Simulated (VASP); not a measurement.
# NaF in VASP: single point with PBE

Aim: the single point of NaF with PBE.

All numbers are computed with VASP 6.6.1; they aren't measurements. Logs are shortened: lines on timing, memory, paths and dates and some standing lists are left out, and cuts for length are marked.

**1. The cell of the first run**

The cell holds a slab with vacuum, 10 atoms: a = 3.286 Å, b = 3.286 Å, c = 29.293 Å, α = 90.00°, β = 90.00°, γ = 90.00°.

**2. Single point, PBE**

INCAR reads:

```
  PREC = Accurate
  ENCUT = 520
  EDIFF = 1E-6
  ISMEAR = 0
  SIGMA = 0.05
  LREAL = F
  LASPH = T
  NELM = 100
  ALGO = Normal
  ISIF = 2
  LWAVE = F
  LCHARG = F
  LDIPOL = T
  IDIPOL = 3
  DIPOL = 0.5 0.5 0.501
  GGA = PE
  NBANDS = 46
```

KPOINTS reads:

```
regular mesh
0
Gamma
  8 8 1
```

POSCAR reads:

```
NaF
1.0
    3.2856423700      0.0000000000      0.0000000000
    0.0000000000      3.2856423700      0.0000000000
    0.0000000000      0.0000000000     29.2931997716
Na F
5 5
Direct
    0.5000000000      0.5000000000      0.3413761582
    0.0000000000      0.0000000000      0.4206880745
    0.5000000000      0.5000000000      0.5011894743
    0.0000000000      0.0000000000      0.5818737564
    0.5000000000      0.5000000000      0.6616946853
    0.0000000000      0.0000000000      0.3413761582
    0.5000000000      0.5000000000      0.4206880745
    0.0000000000      0.0000000000      0.5012345784
    0.5000000000      0.5000000000      0.5816955792
    0.0000000000      0.0000000000      0.6626240510
```

Potentials or basis: VASP PAW PBE potentials, release 64 (Na_pv, F).

The run is started by

```sh
$ cat potpaw_PBE.64/Na_pv/POTCAR potpaw_PBE.64/F/POTCAR > POTCAR
$ mpirun -np 1 vasp_std > vasp.out
```

OUTCAR:

```text
PREC = Accurate
   ENCUT = 520
   EDIFF = 1E-6
   ISMEAR = 0
   LREAL = F
   LASPH = T
   NELM = 100
   ISIF = 2
   GGA = PE

 ion  position               nearest neighbor table
   1  0.500  0.500  0.341-   7 2.32   6 2.32   6 2.32   6 2.32   6 2.32
   2  0.000  0.000  0.421-   6 2.32   7 2.32   7 2.32   7 2.32   7 2.32
   3  0.500  0.500  0.501-   8 2.32   8 2.32   8 2.32   8 2.32
   4  0.000  0.000  0.582-   9 2.32   9 2.32   9 2.32   9 2.32
   5  0.500  0.500  0.662-  10 2.32  10 2.32  10 2.32  10 2.32   9 2.34
   6  0.000  0.000  0.341-   2 2.32   1 2.32   1 2.32   1 2.32   1 2.32
   7  0.500  0.500  0.421-   1 2.32   2 2.32   2 2.32   2 2.32   2 2.32
   8  0.000  0.000  0.501-   3 2.32   3 2.32   3 2.32   3 2.32
   9  0.500  0.500  0.582-   4 2.32   4 2.32   4 2.32   4 2.32   5 2.34
  10  0.000  0.000  0.663-   5 2.32   5 2.32   5 2.32   5 2.32

  LATTYP: Found a simple tetragonal cell.
 ALAT       =     3.2856423700
 C/A-ratio  =     8.9155168070

  Lattice vectors:

 A1 = (   3.2856423700,   0.0000000000,   0.0000000000)
 A2 = (   0.0000000000,   3.2856423700,   0.0000000000)
 A3 = (   0.0000000000,   0.0000000000,  29.2931997716)

Analysis of symmetry for initial positions (statically):
=====================================================================
 Subroutine PRICEL returns:
 Original cell was already a primitive cell.

 Routine SETGRP: Setting up the symmetry group for a
 simple tetragonal supercell.

 Subroutine GETGRP returns: Found  8 space group operations
 (whereof  8 operations were pure point group operations)
 out of a pool of 16 trial point group operations.

The static configuration has the point symmetry C_4v.

Analysis of symmetry for dynamics (positions and initial velocities):
=====================================================================
 Subroutine PRICEL returns:
 Original cell was already a primitive cell.

 Routine SETGRP: Setting up the symmetry group for a
 simple tetragonal supercell.

 Subroutine GETGRP returns: Found  8 space group operations
 (whereof  8 operations were pure point group operations)
 out of a pool of 16 trial point group operations.

The dynamic configuration has the point symmetry C_4v.

 Subroutine INISYM returns: Found  8 space group operations
 (whereof  8 operations are pure point group operations),
 and found     1 'primitive' translations

----------------------------------------------------------------------------------------

                                     Primitive cell

[... 112 lines left out ...]
   EFERMI_NEDOS =   21; number of points for ismear=-14 and -15
   IALGO  =     38    algorithm
   IMIX   =      4    mixing-type and parameters
     AMIX     =   0.40;   BMIX     =  1.00
     AMIX_MAG =   1.60;   BMIX_MAG =  1.00
  volume/ion in A,a.u.               =      31.62       213.40
  Fermi-wavevector in a.u.,A,eV,Ry     =   0.990311  1.871417 13.343456  0.980716
  Thomas-Fermi vector in A             =   2.121973
   LORBIT       =      0    0 simple, 1 ext, 2 COOP (PROOUT), +10 PAW based schemes
   GGA     = PE    functional components
   LHFCALC =     F    Hartree Fock is set to
   AEXX    =    0.0000 exact exchange contribution
   IVDW    =     0    specifies the selected vdW correction
   LEPSILON=     F    determine dielectric tensor
   LRPA    =     F    only Hartree local field effects (RPA)
 non-spin polarized calculation
 Gauss-broadening in eV      SIGMA  =   0.05
  energy-cutoff  :      520.00
  volume of cell :      316.23
 maximum number of plane-waves:      8600
   NGX = 13   NGY = 13   NGZ =109

 dipolmoment           0.000000      0.000000     -0.000004 electrons x Angstroem

 number of electron      70.0000005 magnetization

 dipolmoment           0.000000      0.000000      0.012684 electrons x Angstroem

 Free energy of the ion-electron system (eV)
  ---------------------------------------------------
  ext. energy  EPLUGINS =         0.00000000
  ---------------------------------------------------
  free energy    TOTEN  =       -42.47862440 eV

  energy without entropy =      -42.47862440  energy(sigma->0) =      -42.47862440

 E-fermi :  -4.6266     XC(G=0):  -4.0044

 val. band max:       -4.8632124804   @ k =   0.0000   0.0000   0.0000
 cond. band min:       0.7326580806   @ k =   0.0000   0.0000   0.0000
 fundamental gap:      5.5958705610
 Fermi energy:        -4.6265647404

 k-point     1 :       0.0000    0.0000    0.0000
  band No.  band energies     occupation
      1     -24.5076      2.00000
      2     -24.4340      2.00000
      3     -24.3008      2.00000
      4     -24.2789      2.00000
      5     -24.2789      2.00000
      6     -24.2022      2.00000
[... 724 lines left out ...]
     45       8.1626      0.00000
     46       8.2154      0.00000

------------------------ aborting loop because EDIFF is reached ----------------------------------------

 vacuum level on the upper side and lower side of the slab       (xc-potential included)        -0.049        -0.257

  FORCE on cell =-STRESS in cart. coord.  units (eV):
  Direction    XX          YY          ZZ          XY          YZ          ZX
  --------------------------------------------------------------------------------------
  -------------------------------------------------------------------------------------
  Total       -0.0833571     -0.0833571      0.1829784      0.0000000     -0.0000000      0.0000000
  in kB       -0.4223238     -0.4223238      0.9270498      0.0000000     -0.0000000      0.0000000
  external PRESSURE =       0.0274674 kB  Pullay stress =       0.0000000 kB

 VOLUME and BASIS-vectors are now :
 -----------------------------------------------------------------------------
  energy-cutoff  :      520.00
  volume of cell :      316.23
      direct lattice vectors                 reciprocal lattice vectors
     3.285642370  0.000000000  0.000000000     0.304354488  0.000000000  0.000000000
     0.000000000  3.285642370  0.000000000     0.000000000  0.304354488  0.000000000
     0.000000000  0.000000000 29.293199772     0.000000000  0.000000000  0.034137616

 POSITION                                       TOTAL-FORCE (eV/Angst)
 -----------------------------------------------------------------------------------
      1.64282      1.64282     10.00000        -0.000000      0.000000      0.029253
      0.00000      0.00000     12.32330        -0.000000      0.000000      0.045690
      1.64282      1.64282     14.68144        -0.000000      0.000000      0.003189
      0.00000      0.00000     17.04494        -0.000000      0.000000     -0.001791
      1.64282      1.64282     19.38315         0.000000      0.000000      0.017619
      0.00000      0.00000     10.00000        -0.000000      0.000000     -0.136211
      1.64282      1.64282     12.32330        -0.000000      0.000000      0.037692
      0.00000      0.00000     14.68276        -0.000000      0.000000      0.000429
      1.64282      1.64282     17.03972        -0.000000      0.000000      0.003537
      0.00000      0.00000     19.41038        -0.000000     -0.000000      0.000593
 -----------------------------------------------------------------------------------
    total drift:                                0.000000     -0.000000      0.000897

  FREE ENERGIE OF THE ION-ELECTRON SYSTEM (eV)
  ---------------------------------------------------
  free  energy   TOTEN  =       -42.4786244042 eV

  energy  without entropy=      -42.4786244042  energy(sigma->0) =      -42.47862440

 vacuum level on the upper side and lower side of the slab         1.848         1.636
```

It took 7.3 min on 1 thread of AMD EPYC 7R43 (Zen 3), shared host; peak memory 0.39 GiB.

Results:

| Property | Result |
| --- | --- |
| Free energy | -42.4786 eV |
| Largest force | 0.136 eV/Å |
| Band gap on the k mesh | 5.60 eV |

Forces on the atoms (eV/Å):
```
Na   0.000  0.000  0.029
Na   0.000  0.000  0.046
Na   0.000  0.000  0.003
Na   0.000  0.000 -0.002
Na   0.000  0.000  0.018
F    0.000  0.000 -0.136
F    0.000  0.000  0.038
F    0.000  0.000  0.000
F    0.000  0.000  0.004
F    0.000  0.000  0.001
```

Levels at points of the mesh, in eV from the valence-band top:
| k point | band 31 | band 32 | band 33 | band 34 | band 35 | band 36 | band 37 | band 38 | band 39 | band 40 |
| --- | --- | --- | --- | --- | --- | --- | --- | --- | --- | --- |
| (0.00, 0.00, 0.00) | -0.13 | -0.06 | -0.06 | 0.00 | 0.00 | 5.60 | 5.77 | 6.62 | 6.91 | 7.18 |
| (0.50, 0.00, 0.00) | -0.28 | -0.28 | -0.20 | -0.18 | -0.08 | 8.96 | 9.16 | 9.27 | 9.44 | 10.25 |
| (0.50, 0.50, 0.00) | -0.50 | -0.49 | -0.49 | -0.25 | -0.15 | 11.75 | 11.90 | 12.31 | 12.31 | 12.52 |
